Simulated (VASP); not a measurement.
# CuSi16 (a cell with a defect) in VASP: single point with PBE

Aim: the single point of CuSi16 (a cell with a defect) with PBE.

Program: VASP 6.6.1. These are calculated values, not measurements. Logs are shortened: lines on timing, memory, paths and dates and some standing lists are left out, and cuts for length are marked.

## Step 1: The cell of the first run

The cell holds a defect, 17 atoms: a = 7.679 Å, b = 7.679 Å, c = 7.679 Å, α = 60.00°, β = 60.00°, γ = 60.00°.

## Step 2: Single point, PBE

INCAR

```
PREC = Accurate
ENCUT = 520
EDIFF = 1E-6
ISMEAR = 0
SIGMA = 0.05
LREAL = Auto
LASPH = T
NELM = 80
ALGO = Normal
ISIF = 2
LWAVE = F
LCHARG = T
GGA = PE
LELF = T
LVHAR = T
NELECT = 74.0
NBANDS = 52
```

KPOINTS

```
regular mesh
0
Gamma
  2 2 2
```

POSCAR

```
CuSi16
1.0
    0.0000000000      5.4300000000      5.4300000000
    5.4300000000      0.0000000000      5.4300000000
    5.4300000000      5.4300000000      0.0000000000
Si Cu
16 1
Direct
    0.0065646409     -0.0028104972     -0.0024965009
    0.1340432781      0.1191738490      0.1194872928
   -0.0004446593     -0.0199323204      0.5114293738
    0.1218106814      0.1160235727      0.6242742173
   -0.0004445672      0.5111154696     -0.0196182320
    0.1218109576      0.6239604972      0.1163369245
   -0.0192034991      0.4892368324      0.4895500921
    0.1125922652      0.6093604052      0.6096745856
    0.5024714549      0.0155243094      0.0158377532
    0.6342656538      0.1356488950      0.1359623389
    0.4932509208      0.0009244015      0.5091752302
    0.6155069061      0.1137687845      0.6451310313
    0.4932507366      0.5088617864      0.0012382136
    0.6155063536      0.6448181400      0.1140822284
    0.4810205341      0.5057111418      0.5060244015
    0.6084976059      0.6276953959      0.6280092081
    0.8075290055      0.3124415285      0.3127544199
```

Potentials or basis: VASP PAW PBE potentials, release 64 (Si, Cu).

Command:

```bash
cat potpaw_PBE.64/Si/POTCAR potpaw_PBE.64/Cu/POTCAR > POTCAR
mpirun -np 1 vasp_std > vasp.out
```

OUTCAR:

```text
PREC = Accurate
   ENCUT = 520
   EDIFF = 1E-6
   ISMEAR = 0
   LREAL = Auto
   LASPH = T
   NELM = 80
   ISIF = 2
   GGA = PE
   NELECT = 74.0

 ion  position               nearest neighbor table
   1  0.007  0.997  0.998-   2 2.33  10 2.34   6 2.34   4 2.34
   2  0.134  0.119  0.119-   9 2.32   1 2.33  17 2.34   5 2.46   3 2.46
   3  1.000  0.980  0.511-   4 2.33   8 2.34  17 2.37  12 2.41   2 2.46
   4  0.122  0.116  0.624-   3 2.33  11 2.33   1 2.34   7 2.35
   5  1.000  0.511  0.980-   6 2.33   8 2.34  17 2.37  14 2.41   2 2.46
   6  0.122  0.624  0.116-   5 2.33  13 2.33   1 2.34   7 2.35
   7  0.981  0.489  0.490-   8 2.33  16 2.34   6 2.35   4 2.35
   8  0.113  0.609  0.610-  15 2.32   7 2.33   5 2.34   3 2.34
   9  0.502  0.016  0.016-   2 2.32  10 2.33  14 2.34  12 2.34
  10  0.634  0.136  0.136-   9 2.33   1 2.34  13 2.35  11 2.35
  11  0.493  0.001  0.509-  12 2.33   4 2.33  16 2.34  10 2.35
  12  0.616  0.114  0.645-  11 2.33   9 2.34  17 2.37   3 2.41  15 2.46
  13  0.493  0.509  0.001-  14 2.33   6 2.33  16 2.34  10 2.35
  14  0.616  0.645  0.114-  13 2.33   9 2.34  17 2.37   5 2.41  15 2.46
  15  0.481  0.506  0.506-   8 2.32  16 2.33  17 2.34  14 2.46  12 2.46
  16  0.608  0.628  0.628-  15 2.33   7 2.34  11 2.34  13 2.34
  17  0.808  0.312  0.313-  15 2.34   2 2.34  14 2.37  12 2.37   5 2.37   3 2.37

  LATTYP: Found a face centered cubic cell.
 ALAT       =    10.8600000000

  Lattice vectors:

 A1 = (   0.0000000000,   5.4300000000,   5.4300000000)
 A2 = (   5.4300000000,   0.0000000000,   5.4300000000)
 A3 = (   5.4300000000,   5.4300000000,   0.0000000000)

Analysis of symmetry for initial positions (statically):
=====================================================================
 Subroutine PRICEL returns:
 Original cell was already a primitive cell.

 Routine SETGRP: Setting up the symmetry group for a
 face centered cubic supercell.

 Subroutine GETGRP returns: Found  4 space group operations
 (whereof  1 operations were pure point group operations)
 out of a pool of 48 trial point group operations.

The static configuration has the point symmetry C_1 .
 The point group associated with its full space group is C_2h.

Analysis of symmetry for dynamics (positions and initial velocities):
=====================================================================
 Subroutine PRICEL returns:
 Original cell was already a primitive cell.

 Routine SETGRP: Setting up the symmetry group for a
 face centered cubic supercell.

 Subroutine GETGRP returns: Found  4 space group operations
 (whereof  1 operations were pure point group operations)
 out of a pool of 48 trial point group operations.

The dynamic configuration has the point symmetry C_1 .
 The point group associated with its full space group is C_2h.

 Subroutine INISYM returns: Found  4 space group operations
 (whereof  1 operations are pure point group operations),
 and found     1 'primitive' translations

----------------------------------------------------------------------------------------

                                     Primitive cell

  volume of cell :     320.2060

  direct lattice vectors                    reciprocal lattice vectors
     0.000000000  5.430000000  5.430000000    -0.092081031  0.092081031  0.092081031
     5.430000000  0.000000000  5.430000000     0.092081031 -0.092081031  0.092081031
     5.430000000  5.430000000  0.000000000     0.092081031  0.092081031 -0.092081031

  length of vectors
     7.679179644  7.679179644  7.679179644     0.159489025  0.159489025  0.159489025

  position of ions in fractional coordinates (direct lattice)
     0.006564641  0.997189503  0.997503499
     0.134043278  0.119173849  0.119487293
     0.999555341  0.980067680  0.511429374
     0.121810681  0.116023573  0.624274217
     0.999555433  0.511115470  0.980381768
     0.121810958  0.623960497  0.116336924
[... 9 lines left out ...]
     0.608497606  0.627695396  0.628009208
     0.807529006  0.312441529  0.312754420

  ion indices of the primitive-cell ions
   primitive index   ion index
                 1           1
                 2           2
                 3           3
                 4           4
                 5           5
                 6           6
[... 9 lines left out ...]
                16          16
                17          17

----------------------------------------------------------------------------------------

 KPOINTS: regular mesh

Automatic generation of k-mesh.
 Grid dimensions read from file:
 generate k-points for:    2    2    2

 Generating k-lattice:

  Cartesian coordinates                     Fractional coordinates (reciprocal lattice)
    -0.046040516  0.046040516  0.046040516     0.500000000  0.000000000  0.000000000
     0.046040516 -0.046040516  0.046040516     0.000000000  0.500000000  0.000000000
     0.046040516  0.046040516 -0.046040516     0.000000000  0.000000000  0.500000000

  Length of vectors
     0.079744512  0.079744512  0.079744512

  Shift w.r.t. Gamma in fractional coordinates (k-lattice)
     0.000000000  0.000000000  0.000000000

 Subroutine IBZKPT returns following result:
 ===========================================

 Found      6 irreducible k-points:

 Following reciprocal coordinates:
            Coordinates               Weight
  0.000000  0.000000  0.000000      1.000000
  0.500000  0.000000  0.000000      1.000000
  0.000000  0.500000  0.000000      2.000000
  0.500000  0.500000  0.500000      1.000000
  0.500000  0.500000  0.000000      2.000000
  0.000000  0.500000  0.500000      1.000000
   k-points           NKPTS =      6   k-points in BZ     NKDIM =      6   number of bands    NBANDS=     52
   number of dos      NEDOS =    301   number of ions     NIONS =     17
   total plane-waves  NPLWV = 216000
   dimension x,y,z NGX =    60 NGY =   60 NGZ =   60
   dimension x,y,z NGXF=   120 NGYF=  120 NGZF=  120
   ions per type =              16   1
   NGX,Y,Z   is equivalent  to a cutoff of  12.99, 12.99, 12.99 a.u.
   NGXF,Y,Z  is equivalent  to a cutoff of  25.98, 25.98, 25.98 a.u.
 SYSTEM =  unknown system
   PREC   = accura    normal or accurate (medium, high low for compatibility)
   ISTART =      0    job   : 0-new  1-cont  2-samecut
   ICHARG =      2    charge: 1-file 2-atom 10-const
   ISPIN  =      1    spin polarized calculation?
   LNONCOLLINEAR =      F non collinear calculations
   LSORBIT =      F    spin-orbit coupling
   LASPH  =      T    aspherical Exc in radial PAW
   ENCUT  =  520.0 eV  38.22 Ry    6.18 a.u.  14.28 14.28 14.28*2*pi/ulx,y,z
   NELM   =     80;   NELMIN=  2; NELMDL= -5     # of ELM steps
   EDIFF  = 0.1E-05   stopping-criterion for ELM
   LREAL  =      T    real-space projection
   EDIFFG = 0.1E-04   stopping-criterion for IOM
   NSW    =      0    number of steps for IOM
   IBRION =     -1    ionic relax: 0-MD 1-quasi-New 2-CG
   NFREE  =      0    steps in history (QN), initial steepest desc. (CG)
   ISIF   =      2    stress and relaxation
   ISYM   =      2    0-nonsym 1-usesym 2-fastsym
   POTIM  = 0.5000    time-step for ionic-motion
   TEBEG  =    0.0;   TEEND  =   0.0 temperature during run
   PSTRESS=    0.0 pullay stress
   NELECT =      74.0000    total number of electrons
   NUPDOWN=      -1.0000    fix difference up-down
   EMIN   =  10.00;   EMAX   =-10.00  energy-range for DOS
   EFERMI =   0.00;   METHOD = LEGACY
   ISMEAR =     0;   SIGMA  =   0.05  broadening in eV -4-tet -1-fermi 0-gaus
   EFERMI_NEDOS =   21; number of points for ismear=-14 and -15
   IALGO  =     38    algorithm
   IMIX   =      4    mixing-type and parameters
     AMIX     =   0.40;   BMIX     =  1.00
     AMIX_MAG =   1.60;   BMIX_MAG =  1.00
  volume/ion in A,a.u.               =      18.84       127.11
  Fermi-wavevector in a.u.,A,eV,Ry     =   1.004636  1.898488 13.732283  1.009294
  Thomas-Fermi vector in A             =   2.137265
   LORBIT       =      0    0 simple, 1 ext, 2 COOP (PROOUT), +10 PAW based schemes
   GGA     = PE    functional components
   LHFCALC =     F    Hartree Fock is set to
   AEXX    =    0.0000 exact exchange contribution
   IVDW    =     0    specifies the selected vdW correction
   LEPSILON=     F    determine dielectric tensor
   LRPA    =     F    only Hartree local field effects (RPA)
 non-spin polarized calculation
 Gauss-broadening in eV      SIGMA  =   0.05
  energy-cutoff  :      520.00
  volume of cell :      320.21
 maximum number of plane-waves:      8646
 NGX is ok and might be reduce to    60
   NGX = 29   NGY = 29   NGZ = 29

 number of electron      74.0000000 magnetization

 Free energy of the ion-electron system (eV)
  ---------------------------------------------------
  ext. energy  EPLUGINS =         0.00000000
  ---------------------------------------------------
  free energy    TOTEN  =       -94.17033110 eV

  energy without entropy =      -94.16976440  energy(sigma->0) =      -94.17004775

 E-fermi :   6.3994     XC(G=0):  -9.6167

 val. band max:        6.3121184049   @ k =   0.0000   0.0000   0.0000
 cond. band min:       6.4796765142   @ k =   0.0000   0.0000   0.0000
 fundamental gap:      0.1675581093
 Fermi energy:         6.3993607561

 k-point     1 :       0.0000    0.0000    0.0000
  band No.  band energies     occupation
      1      -5.8996      2.00000
      2      -3.5541      2.00000
      3      -3.5167      2.00000
      4      -3.4844      2.00000
      5      -3.4710      2.00000
      6      -1.9433      2.00000
[... 41 lines left out ...]
     48       8.4148      0.00000
     49       8.5010      0.00000

 k-point     2 :       0.5000    0.0000    0.0000
  band No.  band energies     occupation
      1      -5.1837      2.00000
      2      -4.9867      2.00000
      3      -3.3188      2.00000
      4      -3.2449      2.00000
      5      -3.1100      2.00000
      6      -3.1095      2.00000
[... 200 lines left out ...]
 k-point     6 :       0.0000    0.5000    0.5000
  band No.  band energies     occupation
      1      -4.9445      2.00000
      2      -4.7016      2.00000
      3      -3.9118      2.00000
      4      -3.7830      2.00000
      5      -3.7468      2.00000
      6      -3.7396      2.00000
[... 41 lines left out ...]
     48      10.4047      0.00000
     49      10.4697      0.00000
 [bands above 49 left out]

------------------------ aborting loop because EDIFF is reached ----------------------------------------

  FORCE on cell =-STRESS in cart. coord.  units (eV):
  Direction    XX          YY          ZZ          XY          YZ          ZX
  --------------------------------------------------------------------------------------
  -------------------------------------------------------------------------------------
  Total       -0.8855451     -1.2613917     -1.2613917      0.0640515      1.1818410      0.0640513
  in kB       -4.4308981     -6.3114781     -6.3114781      0.3204872      5.9134392      0.3204861
  external PRESSURE =      -5.6846181 kB  Pullay stress =       0.0000000 kB

 VOLUME and BASIS-vectors are now :
 -----------------------------------------------------------------------------
  energy-cutoff  :      520.00
  volume of cell :      320.21
      direct lattice vectors                 reciprocal lattice vectors
     0.000000000  5.430000000  5.430000000    -0.092081031  0.092081031  0.092081031
     5.430000000  0.000000000  5.430000000     0.092081031 -0.092081031  0.092081031
     5.430000000  5.430000000  0.000000000     0.092081031  0.092081031 -0.092081031

 POSITION                                       TOTAL-FORCE (eV/Angst)
 -----------------------------------------------------------------------------------
     10.83118      5.45209      5.45039         0.001245      0.000747      0.000747
      1.29593      1.37667      1.37497        -0.005110      0.005756      0.005756
      8.09883      8.20465     10.74935        -0.005066      0.003712     -0.004932
      4.01982      4.05124      1.29144        -0.000117     -0.000068     -0.000175
      8.09883     10.75106      8.20294        -0.005066     -0.004932      0.003712
      4.01981      1.29314      4.04954        -0.000117     -0.000175     -0.000068
[... 9 lines left out ...]
      6.81848      6.71423      6.71253        -0.001245     -0.000747     -0.000747
      3.39481      6.08314      6.08144         0.000000      0.000000      0.000000
 -----------------------------------------------------------------------------------
    total drift:                               -0.012095     -0.015377     -0.012773

  FREE ENERGIE OF THE ION-ELECTRON SYSTEM (eV)
  ---------------------------------------------------
  free  energy   TOTEN  =       -94.1703311029 eV

  energy  without entropy=      -94.1697644017  energy(sigma->0) =      -94.17004775
```

Wall time 10 min (1 thread of Intel Xeon 8259CL, shared host); peak memory 0.48 GiB.

Results:

```
Free energy   : -94.1703 eV
Largest force : 0.010 eV/Å
```

Forces on the atoms (eV/Å):
```
Si   0.001  0.001  0.001
Si  -0.005  0.006  0.006
Si  -0.005  0.004 -0.005
Si   0.000  0.000  0.000
Si  -0.005 -0.005  0.004
Si   0.000  0.000  0.000
Si   0.003  0.001  0.001
Si   0.003  0.005  0.005
Si  -0.003 -0.005 -0.005
Si  -0.003 -0.001 -0.001
Si   0.000  0.000  0.000
Si   0.005  0.005 -0.004
Si   0.000  0.000  0.000
Si   0.005 -0.004  0.005
Si   0.005 -0.006 -0.006
Si  -0.001 -0.001 -0.001
Cu   0.000  0.000  0.000
```

Caveat: the k points lie up to 0.50 Å⁻¹ apart; the cell carries a net charge on a neutralising background, which shifts energy and pressure; the cell is charged against a uniform background, so pressure and absolute levels hang on convention.
